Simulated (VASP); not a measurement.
Ni3Ge, 4 atoms in the cell. Symmetry: Pm-3m, No. 221, cubic system. Conventional cell: a = 3.623 Å, b = 3.623 Å, c = 3.623 Å, α = 90.00°, β = 90.00°, γ = 90.00°. Within 3.4 Å of Ni (site symmetry 4/mmm) lie 8 Ni at 2.56 Å and 4 Ge at 2.56 Å. Ge (site symmetry m-3m) has 12 Ni at 2.56 Å within 3.4 Å. 

- Program: VASP 6.6.1
- Task: single point
- Functional: LDA
- Potentials or basis: VASP PAW LDA potentials, release 64 (Ni, Ge_d)
- Cutoff: 520 eV
- k mesh: 12 × 12 × 12
- Occupations: gaussian, width 0.15 eV
- Spin: collinear spin, ferromagnetic start
- Starting moments: [0.375, 0.375, 0.375, 0.0] μB
- Fixed moment: 1.125 μB
- Dipole correction: no
- Further INCAR settings: ALGO = Normal; EDIFF = 1e-07; NBANDS = 34

Potentials or basis: VASP PAW LDA potentials, release 64 (Ni, Ge_d).

Launch:

```sh
$ cat potpaw_LDA.64/Ni/POTCAR potpaw_LDA.64/Ge_d/POTCAR > POTCAR
$ mpirun -np 1 vasp_std > vasp.out
```

Hardware: 1 thread of Oxide Virtual Turin-like Processor, on a shared host.

Question: How long does it take, and how much memory?

Answer: Run time: 5.4 min on 1 thread of Oxide Virtual Turin-like Processor, on a shared host, peak memory 0.26 GiB. Counts: scf iterations 14, k points 84.
